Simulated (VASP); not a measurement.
Write the native input for VASP 6.6.1 that does the following.

```yaml
Task: single point
Functional: PBE
Potentials_or_basis: VASP PAW PBE potentials, release 64 (Cs_sv)
Cutoff: 520 eV
k_mesh: 6 × 6 × 1
Occupations: gaussian, width 0.1 eV
Spin: no spin polarisation
Dipole_correction: yes
Further_INCAR_settings: ALGO = Normal; EDIFF = 1e-06; NBANDS = 20
```

The structure of Cs lies in POSCAR:

```
Cs
1.0
    9.3366607625      0.0000000000      0.0000000000
   -4.6683303812      8.0857854068      0.0000000000
    0.0000000000      0.0000000000     28.9657889728
Cs
3
Direct
    0.3333333333      0.6666666667      0.2782678744
    0.6666666667      0.3333333333      0.2741078961
    0.0000000000      1.0000000000      0.2761878852
```

The cell was built from a structure type or drawn by symmetry, and may not be a known phase.

One way to write it, as run:

INCAR

```
SYSTEM = Cs
  PREC = Accurate
  ENCUT = 520
  EDIFF = 1E-6
  ISMEAR = 0
  SIGMA = 0.1
  LREAL = .False.
  LASPH = .True.
  NELM = 60
  ALGO = Normal
  ISIF = 2
  LWAVE = .False.
  LCHARG = .False.
  LDIPOL = .True.
  IDIPOL = 3
  DIPOL = 0.5 0.5 0.276
  GGA = PE
  NBANDS = 20
```

KPOINTS

```
Automatic mesh
0
Gamma
  6 6 1
  0 0 0
```

Potentials or basis: VASP PAW PBE potentials, release 64 (Cs_sv).

The run is started by

```bash
$ cat potpaw_PBE.64/Cs_sv/POTCAR > POTCAR
$ mpirun -np 1 vasp_std > vasp.out
```

It gave:

| Quantity | Value |
| --- | --- |
| Band gap on the k mesh | zero (an odd number of electrons rules out a gap without spin polarisation) |

Caveat: spin-orbit coupling is left out, which moves the levels of the heavy elements.

Wall time 7.2 min on 1 thread of AMD EPYC 9R45 96-Core Processor (Zen 5) (shared host), peak memory 1.6 GiB.
